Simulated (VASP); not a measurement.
# Au (Im-3m) in VASP: notebook, part 2 of 3

VASP 6.6.1. Earlier steps stand in the parts before.

## (3) Single point, LDA

This run uses another cell than the first one, of 16.61 Å³/atom.

The input, INCAR:

```
ALGO = Normal ; EDIFF = 1E-6
ENCUT = 500 ; GGA = CA
GGA_COMPAT = F ; ISIF = 2
ISMEAR = -1 ; LASPH = T
LCHARG = F ; LREAL = F
LWAVE = F ; NBANDS = 12
NELM = 120 ; PREC = Accurate
SIGMA = 0.05
```

The input, KPOINTS:

```
k-points
0
Gamma
  20 20 20
```

The input, POSCAR:

```
Au
1.0
   -1.6072834481      1.6072834481      1.6072834481
    1.6072834481     -1.6072834481      1.6072834481
    1.6072834481      1.6072834481     -1.6072834481
Au
1
Direct
    0.0000000000      0.0000000000      0.0000000000
```

Potentials or basis: VASP PAW LDA potentials, release 64 (Au).

On the command line:

```console
$ cat potpaw_LDA.64/Au/POTCAR > POTCAR
$ mpirun -np 1 vasp_std > vasp.out
```

Wall time 12 s (1 thread of Intel Xeon 6975P-C (Granite Rapids), shared host); peak memory 0.15 GiB.

The run converged. Its results:

| Item | Value |
| --- | --- |
| Free energy | -4.4261 eV |
| Pressure | 0.5 GPa |
| Band gap on the k mesh | zero (an odd number of electrons rules out a gap without spin polarisation) |

Levels at points of the mesh, in eV from the Fermi level:
```
           k point  band 3  band 4  band 5  band 6  band 7  band 8  band 9  band 10
(0.00, 0.00, 0.00)   -5.04   -5.04   -2.99   -2.99   16.47   16.47   16.47    24.70
(0.50, 0.00, 0.00)   -3.15   -2.77   -1.36   -0.79    3.71   12.34   14.01    22.30
(0.50, 0.50, 0.50)   -1.77   -1.77   -1.77    6.26    6.26    6.26   10.01    16.38
```

Caveat: spin-orbit coupling is left out, which moves the levels of the heavy elements.

## (4) Relaxation of cell and atoms, LDA

This run uses another cell than the first one, of 16.85 Å³/atom.

The input, INCAR:

```
SYSTEM = Au
PREC     = Accurate       ! precision mode
ENCUT    = 500            ! plane-wave cutoff, eV
EDIFF    = 1E-7           ! SCF threshold, eV
ISMEAR   = -1             ! smearing method
SIGMA    = 0.05           ! smearing width, eV
LREAL    = .False.        ! projectors in reciprocal space
LASPH    = .True.         ! aspherical terms in the spheres
NELM     = 120            ! most SCF steps
ALGO     = Normal         ! electronic algorithm
ISIF     = 3              ! what is computed and relaxed
LWAVE    = .False.        ! write WAVECAR
LCHARG   = .False.        ! write CHGCAR
IBRION   = 2              ! ionic algorithm
NSW      = 60             ! ionic steps
EDIFFG   = -0.03          ! ionic threshold
GGA_COMPAT= .False.      
NELMIN   = 4
```

The input, KPOINTS:

```
Automatic mesh
0
Gamma
  20 20 20
  0 0 0
```

The input, POSCAR:

```
Au
1.0
   -1.6150000000      1.6150000000      1.6150000000
    1.6150000000     -1.6150000000      1.6150000000
    1.6150000000      1.6150000000     -1.6150000000
Au
1
Direct
    0.0000000000      0.0000000000      0.0000000000
```

Potentials or basis: VASP PAW LDA potentials, release 64 (Au).

On the command line:

```console
$ cat potpaw_LDA.64/Au/POTCAR > POTCAR
$ mpirun -np 1 vasp_std > vasp.out
```

OUTCAR:

```text
SYSTEM = Au
   PREC = Accurate
   ENCUT = 500
   EDIFF = 1E-7
   ISMEAR = -1
   LREAL = .False.
   LASPH = .True.
   NELM = 120
   ISIF = 3
   IBRION = 2
   NSW = 60
   EDIFFG = -0.03
   NELMIN = 4

 ion  position               nearest neighbor table
   1  0.000  0.000  0.000-

  LATTYP: Found a body centered cubic cell.
 ALAT       =     3.2300000000

  Lattice vectors:

 A1 = (  -1.6150000000,   1.6150000000,   1.6150000000)
 A2 = (   1.6150000000,  -1.6150000000,   1.6150000000)
 A3 = (   1.6150000000,   1.6150000000,  -1.6150000000)

Analysis of symmetry for initial positions (statically):
=====================================================================
 Subroutine PRICEL returns:
 Original cell was already a primitive cell.

 Routine SETGRP: Setting up the symmetry group for a
 body centered cubic supercell.

 Subroutine GETGRP returns: Found 48 space group operations
[... 208 lines left out ...]
  band No.  band energies     occupation
      1      -0.3237      2.00000
      2       4.9093      2.00000
      3       4.9093      2.00000
      4       4.9093      2.00000
      5       7.0232      2.00000
      6       7.0232      2.00000
      7      26.5268      0.00000
      8      26.5268      0.00000
      9      26.5268      0.00000
[... 310 lines left out ...]
--------------------------------------- Ionic step        3  -------------------------------------------

 number of electron      11.0000004 magnetization

 Free energy of the ion-electron system (eV)
  ---------------------------------------------------
  ext. energy  EPLUGINS =         0.00000000
  ---------------------------------------------------
  free energy    TOTEN  =        -4.42636628 eV

  energy without entropy =       -4.42498072  energy(sigma->0) =       -4.42567350

 E-fermi :   9.6843     XC(G=0): -13.1198

 val. band max:        9.5995473099   @ k =   0.4000   0.0500   0.0500
 cond. band min:       9.7612519527   @ k =   0.4000   0.1000   0.0000
 fundamental gap:      0.1617046429
 Fermi energy:         9.6842661132

 k-point     1 :       0.0000    0.0000    0.0000
  band No.  band energies     occupation
      1      -0.4687      2.00000
      2       4.6548      2.00000
      3       4.6548      2.00000
      4       4.6548      2.00000
      5       6.6974      2.00000
      6       6.6974      2.00000
      7      26.1521      0.00000
      8      26.1521      0.00000
      9      26.1521      0.00000
[... 304 lines left out ...]
  FREE ENERGIE OF THE ION-ELECTRON SYSTEM (eV)
  ---------------------------------------------------
  free  energy   TOTEN  =        -4.4263662811 eV

  energy  without entropy=       -4.4249807168  energy(sigma->0) =       -4.42567350

 reached required accuracy - stopping structural energy minimisation
```

OSZICAR:

```text
N       E                     dE             d eps       ncg     rms          rms(c)
DAV:   1     0.408063707432E+02    0.40806E+02   -0.57620E+03  5128   0.106E+03
DAV:   2    -0.440867383261E+01   -0.45215E+02   -0.42467E+02  4799   0.197E+02
[... 21 lines left out ...]
DAV:   1    -0.448364195198E+01   -0.62067E-01   -0.12376E+00  4634   0.125E+01    0.143E+00
DAV:   2    -0.442891900359E+01    0.54723E-01   -0.18788E-01  4627   0.422E+00    0.659E-01
DAV:   3    -0.442639537165E+01    0.25236E-02   -0.11692E-02  4813   0.100E+00    0.469E-01
DAV:   4    -0.442636093259E+01    0.34439E-04   -0.36436E-04  4859   0.161E-01    0.317E-02
DAV:   5    -0.442636543756E+01   -0.45050E-05   -0.11240E-05  5353   0.272E-02    0.242E-03
DAV:   6    -0.442636625988E+01   -0.82231E-06   -0.22988E-07  4783   0.429E-03    0.114E-03
DAV:   7    -0.442636628106E+01   -0.21187E-07   -0.15190E-08  2421   0.816E-04
   3 F= -.44263663E+01 E0= -.44256735E+01  d E =-.135700E-02
```

CONTCAR:

```text
Au
   1.00000000000000
    -1.6087275528684639    1.6087275528684639    1.6087275528684639
     1.6087275528684639   -1.6087275528684639    1.6087275528684639
     1.6087275528684639    1.6087275528684639   -1.6087275528684639
  Au
     1
Direct
     0.0000000000000000    0.0000000000000000    0.0000000000000000

  0.00000000E+00  0.00000000E+00  0.00000000E+00
```

It took 23 s on 1 thread of Intel Xeon 6975P-C (Granite Rapids), shared host; peak memory 0.16 GiB.

Results:

```
Free energy                           : -4.4264 eV
Relaxed volume                        : 16.65 Å³/atom
Relaxed cell                          : a = 2.786 Å, b = 2.786 Å, c = 2.786 Å, α = 109.47°, β = 109.47°, γ = 109.47°
Space group after relaxing (to 0.1 Å) : Im-3m (No. 229)
Energy gained by relaxing             : 1.4 meV/atom
Ionic steps                           : 3
Pressure after relaxing               : 0.0 GPa
Band gap on the k mesh                : zero (an odd number of electrons rules out a gap without spin polarisation)
```

The path:
| step | energy change (eV) | largest force (eV/Å) | pressure (GPa) | volume (Å³) |
| --- | --- | --- | --- | --- |
| 1 | 0.0000 | 0.0000 | -2.18 | 16.85 |
| 2 | 0.0034 | 0.0000 | 4.42 | 16.30 |
| 3 | -0.0014 | 0.0000 | -0.02 | 16.65 |

Final structure:
```cif
data_structure
_symmetry_space_group_name_H-M 'P 1'
_symmetry_Int_Tables_number 1
_cell_length_a 2.7864
_cell_length_b 2.7864
_cell_length_c 2.7864
_cell_angle_alpha 109.471
_cell_angle_beta 109.471
_cell_angle_gamma 109.471
_cell_volume 16.65
loop_
_atom_site_label
_atom_site_type_symbol
_atom_site_fract_x
_atom_site_fract_y
_atom_site_fract_z
_atom_site_occupancy
Au1 Au 0.00000 0.00000 0.00000 1
```

Levels at points of the mesh, in eV from the Fermi level:
```tsv
k point	band 3	band 4	band 5	band 6	band 7	band 8	band 9
(0.00, 0.00, 0.00)	-5.03	-5.03	-2.99	-2.99	16.47	16.47	16.47
(0.50, 0.00, 0.00)	-3.14	-2.77	-1.37	-0.78	3.70	12.34	13.99
(0.50, 0.50, 0.50)	-1.77	-1.77	-1.77	6.26	6.26	6.26	9.98
```

Caveat: spin-orbit coupling is left out, which moves the levels of the heavy elements.

## (5) Relaxation of cell and atoms, LDA, target pressure 15 GPa, at which the enthalpy is minimised

This run uses another cell than the first one, of 16.85 Å³/atom.

The input, INCAR:

```
SYSTEM = Au
PREC = Accurate ; ENCUT = 500
EDIFF = 1E-7 ; ISMEAR = -1
SIGMA = 0.05 ; LREAL = .False.
LASPH = .True. ; NELM = 120
ALGO = Normal ; ISIF = 3
LWAVE = .False. ; LCHARG = .False.
IBRION = 2 ; NSW = 60
EDIFFG = -0.03 ; PSTRESS = 150.0
GGA_COMPAT = .False. ; NELMIN = 4
```

The input, KPOINTS:

```
regular mesh
0
Gamma
  20 20 20
  0 0 0
```

POSCAR is that of step 4.

On the command line:

```console
$ cat potpaw_LDA.64/Au/POTCAR > POTCAR
$ mpirun -np 1 vasp_std > vasp.out
```

It took 33 s on 1 thread of Intel Xeon 6975P-C (Granite Rapids), shared host; peak memory 0.16 GiB.

The run converged. Its results:

```yaml
Free_energy: -4.3806 eV
Relaxed_volume: 15.60 Å³/atom
Relaxed_cell: a = 2.727 Å, b = 2.727 Å, c = 2.727 Å, α = 109.47°, β = 109.47°, γ = 109.47°
Space_group_after_relaxing_to_0.1_Å: Im-3m (No. 229)
Energy_change_on_relaxing_the_run_minimises_the_enthalpy: +44.4 meV/atom
Ionic_steps: 5
Pressure_after_relaxing: 15.0 GPa
Band_gap_on_the_k_mesh: zero (an odd number of electrons rules out a gap without spin polarisation)
```

The path:
| step | energy change (eV) | largest force (eV/Å) | pressure (GPa) | volume (Å³) |
| --- | --- | --- | --- | --- |
| 1 | 0.0000 | 0.0000 | -2.18 | 16.85 |
| 2 | 0.9420 | 0.0000 | 104.49 | 12.82 |
| 3 | 0.0368 | 0.0000 | 13.55 | 15.69 |
| 4 | 0.0420 | 0.0000 | 14.56 | 15.63 |
| 5 | 0.0444 | 0.0000 | 15.01 | 15.60 |

Final structure:
```xyz
1
Lattice="-1.5742 1.5742 1.5742 1.5742 -1.5742 1.5742 1.5742 1.5742 -1.5742" Properties=species:S:1:pos:R:3 pbc="T T T"
Au    0.0000    0.0000    0.0000
```

Levels at points of the mesh, in eV from the Fermi level:
| k point | band 3 | band 4 | band 5 | band 6 | band 7 | band 8 | band 9 |
| --- | --- | --- | --- | --- | --- | --- | --- |
| (0.00, 0.00, 0.00) | -5.42 | -5.42 | -3.15 | -3.15 | 16.44 | 16.44 | 16.44 |
| (0.50, 0.00, 0.00) | -3.32 | -2.89 | -1.32 | -1.07 | 4.13 | 12.35 | 14.47 |
| (0.50, 0.50, 0.50) | -1.78 | -1.78 | -1.78 | 6.33 | 6.33 | 6.33 | 10.83 |

Caveat: the cell is relaxed towards a set pressure, so the run minimises the enthalpy, not the energy; spin-orbit coupling is left out, which moves the levels of the heavy elements.

## (6) Relaxation of cell and atoms, LDA, target pressure 30 GPa, at which the enthalpy is minimised

This run uses another cell than the first one, of 16.85 Å³/atom.

The input, INCAR:

```
PREC = Accurate
ENCUT = 500
EDIFF = 1E-7
ISMEAR = -1
SIGMA = 0.05
LREAL = False
LASPH = True
NELM = 120
ALGO = Normal
ISIF = 3
LWAVE = False
LCHARG = False
IBRION = 2
NSW = 60
EDIFFG = -0.03
PSTRESS = 300.0
GGA_COMPAT = False
NELMIN = 4
```

The input, KPOINTS:

```
Automatic mesh
0
Gamma
  20 20 20
```

POSCAR is that of step 5.

Potentials or basis: VASP PAW LDA potentials, release 64 (Au).

On the command line:

```console
$ cat potpaw_LDA.64/Au/POTCAR > POTCAR
$ mpirun -np 1 vasp_std > vasp.out
```

Run time: 40 s. Hardware: 1 thread of Intel Xeon 6975P-C (Granite Rapids), shared host; peak memory 0.16 GiB.

Results (log left out):

- Free energy: -4.2782 eV
- Relaxed volume: 14.86 Å³/atom
- Relaxed cell: a = 2.683 Å, b = 2.683 Å, c = 2.683 Å, α = 109.47°, β = 109.47°, γ = 109.47°
- Space group after relaxing (to 0.1 Å): Im-3m (No. 229)
- Energy change on relaxing (the run minimises the enthalpy): +146.8 meV/atom
- Ionic steps: 5
- Pressure after relaxing: 30.1 GPa
- Band gap on the k mesh: zero (an odd number of electrons rules out a gap without spin polarisation)

The path:
| step | energy change (eV) | largest force (eV/Å) | pressure (GPa) | volume (Å³) |
| --- | --- | --- | --- | --- |
| 1 | 0.0000 | 0.0000 | -2.18 | 16.85 |
| 2 | 5.1432 | 0.0000 | 417.22 | 9.87 |
| 3 | 0.0985 | 0.0000 | 23.66 | 15.15 |
| 4 | 0.1218 | 0.0000 | 26.84 | 15.00 |
| 5 | 0.1468 | 0.0000 | 30.07 | 14.86 |

Final structure:
```xyz
1
Lattice="-1.5489 1.5489 1.5489 1.5489 -1.5489 1.5489 1.5489 1.5489 -1.5489" Properties=species:S:1:pos:R:3 pbc="T T T"
Au    0.0000    0.0000    0.0000
```

Levels at points of the mesh, in eV from the Fermi level:
| k point | band 4 | band 5 | band 6 | band 7 | band 8 | band 9 |
| --- | --- | --- | --- | --- | --- | --- |
| (0.00, 0.00, 0.00) | -5.73 | -3.29 | -3.29 | 16.38 | 16.38 | 16.38 |
| (0.50, 0.00, 0.00) | -3.00 | -1.29 | -1.28 | 4.48 | 12.32 | 14.84 |
| (0.50, 0.50, 0.50) | -1.79 | -1.79 | 6.39 | 6.39 | 6.39 | 11.49 |

Caveat: the cell is relaxed towards a set pressure, so the run minimises the enthalpy, not the energy; spin-orbit coupling is left out, which moves the levels of the heavy elements.

[end of part 2 of 3]
